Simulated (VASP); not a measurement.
Input of a VASP 6.6.1 run:

INCAR

```
PREC     = Accurate       # precision mode
ENCUT    = 520            # plane-wave cutoff, eV
EDIFF    = 1E-7           # SCF threshold, eV
ISMEAR   = -1             # smearing method
SIGMA    = 0.05           # smearing width, eV
LREAL    = F              # projectors in reciprocal space
LASPH    = T              # aspherical terms in the spheres
NELM     = 150            # most SCF steps
ALGO     = Normal         # electronic algorithm
ISIF     = 2              # what is computed and relaxed
LWAVE    = F              # write WAVECAR
LCHARG   = F              # write CHGCAR
ISPIN    = 2              # spin polarisation
MAGMOM   = 3.06           # initial moments
LORBIT   = 11             # projections on sites
NUPDOWN  = 3.06           # fixed moment
LMAXMIX  = 4              # l up to which the mixer works
LDAU     = T              # DFT+U
LDAUTYPE = 2            
LDAUL    = 2              # shell
LDAUU    = 5.3            # U, eV
LDAUJ    = 0            
LDAUPRINT= 1            
GGA      = PE             # functional
NBANDS   = 14             # bands
```

Contents of KPOINTS:

```
Automatic mesh
0
Gamma
  12 12 12
```

The input POSCAR:

```
Fe
1.0
   -1.4304000000      1.4304000000      1.4304000000
    1.4304000000     -1.4304000000      1.4304000000
    1.4304000000      1.4304000000     -1.4304000000
Fe
1
Direct
    0.0000000000      0.0000000000      0.0000000000
```

Potentials or basis: VASP PAW PBE potentials, release 64 (Fe).

Launch:

```console
$ cat potpaw_PBE.64/Fe/POTCAR > POTCAR
$ mpirun -np 1 vasp_std > vasp.out
```

Problem. What does it give for the pressure?

Solution. 22.4 GPa.

Eigenvalues of the final occupation matrices:
```
    site  spin  trace               eigenvalues
site 1 d     1   4.75  0.95 0.95 0.95 0.95 0.95
site 1 d     2   1.45  0.20 0.20 0.35 0.35 0.35
```

Caveat: the total moment is fixed, so each spin has its own Fermi level; the U is typed as a test and isn't derived for this compound. The state reached can hang on the start; a lower one may exist.
